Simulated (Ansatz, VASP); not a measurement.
## Two plane-wave programs on TiPt3

File INCAR:

```
PREC     = Accurate       # precision mode
ENCUT    = 520            # plane-wave cutoff, eV
EDIFF    = 1E-6           # SCF threshold, eV
ISMEAR   = 0              # smearing method
SIGMA    = 0.1            # smearing width, eV
LREAL    = Auto         
LASPH    = True           # aspherical terms in the spheres
NELM     = 60             # most SCF steps
ALGO     = Fast           # electronic algorithm
ISIF     = 2              # what is computed and relaxed
LWAVE    = False          # write WAVECAR
LCHARG   = False          # write CHGCAR
GGA      = PE             # functional
NBANDS   = 98             # bands
```

Contents of KPOINTS:

```
regular mesh
0
Gamma
  6 6 2
```

File POSCAR:

```
TiPt3
1.0
    5.5554289960      0.0000000000      0.0000000000
   -2.7777144980      4.8111426394      0.0000000000
    0.0000000000      0.0000000000      9.0478972100
Ti Pt
4 12
Direct
    0.0000000000      0.0000000000      0.0000000000
    0.0000000000      0.0000000000      0.5000000000
    0.6666666700      0.3333333300      0.7500000000
    0.3333333300      0.6666666700      0.2500000000
    0.5000000000      0.0000000000      0.0000000000
    0.0000000000      0.5000000000      0.0000000000
    0.5000000000      0.5000000000      0.0000000000
    0.5000000000      0.0000000000      0.5000000000
    0.0000000000      0.5000000000      0.5000000000
    0.5000000000      0.5000000000      0.5000000000
    0.6664994900      0.8332497400      0.7500000000
    0.1667502500      0.8332497400      0.7500000000
    0.1667502600      0.3335005100      0.7500000000
    0.3335005100      0.1667502500      0.2500000000
    0.8332497400      0.1667502600      0.2500000000
    0.8332497400      0.6664994900      0.2500000000
```

Input for Ansatz:

```yaml
crystal:
  lattice:
    - [5.555428996, 0.0, 0.0]
    - [-2.777714498, 4.8111426394, 0.0]
    - [0.0, 0.0, 9.04789721]
  atoms:
    - { symbol: Ti, position: [0.0, 0.0, 0.0] }
    - { symbol: Ti, position: [0.0, 0.0, 0.5] }
    - { symbol: Ti, position: [0.66666667, 0.33333333, 0.75] }
    - { symbol: Ti, position: [0.33333333, 0.66666667, 0.25] }
    - { symbol: Pt, position: [0.5, 0.0, 0.0] }
    - { symbol: Pt, position: [0.0, 0.5, 0.0] }
    - { symbol: Pt, position: [0.5, 0.5, 0.0] }
    - { symbol: Pt, position: [0.5, 0.0, 0.5] }
    - { symbol: Pt, position: [0.0, 0.5, 0.5] }
    - { symbol: Pt, position: [0.5, 0.5, 0.5] }
    - { symbol: Pt, position: [0.66649949, 0.83324974, 0.75] }
    - { symbol: Pt, position: [0.16675025, 0.83324974, 0.75] }
    - { symbol: Pt, position: [0.16675026, 0.33350051, 0.75] }
    - { symbol: Pt, position: [0.33350051, 0.16675025, 0.25] }
    - { symbol: Pt, position: [0.83324974, 0.16675026, 0.25] }
    - { symbol: Pt, position: [0.83324974, 0.66649949, 0.25] }
basis:
  ecutwfc: 420
kpoints:
  mp_grid: { grid: [6, 6, 2] }
hamiltonian:
  xc: pbe
scf:
  occupations: { method: gaussian, width: 0.1 }
  lower_state_search: "off"
output:
  forces: true
  stress: true
  eigenvalues: true
```

Alike in both runs: task single point; functional PBE; k mesh 6 × 6 × 2; occupations gaussian, width 0.1 eV; no spin polarisation.

```csv
,VASP,Ansatz
version,VASP 6.6.1,Ansatz 0.2.0
potentials or method,"VASP PAW PBE potentials, release 64 (Ti_sv, Pt), cutoff 520 eV","scalar-relativistic, plane waves, PAW"
valence electrons in the cell,168,264
```

VASP gave:

```
gap on the k mesh at the Fermi level (eV)                     : none
pressure (GPa)                                                : 4.0
traceless stress, the component that is largest in VASP (GPa) : 0.24
rms of the force components (eV/Å)                            : 0.018
```

**Question.** What did Ansatz give for the same quantities?

**Answer.** gap on the k mesh at the Fermi level (eV): none; pressure (GPa): 4.6; traceless stress, the component that is largest in VASP (GPa): 0.25; rms of the force components (eV/Å): 0.019.

Atom by atom the forces differ by 0.001 eV/Å (rms over components). A gap of «none» marks a metal or a gap that the smearing closes. With one functional, cell and mesh, what is left measures potentials, basis and numerics. VASP's potentials hold 168 valence electrons a cell and Ansatz's 264, so a difference there can come from the potentials and not from the codes.

Spin-orbit coupling is off throughout.
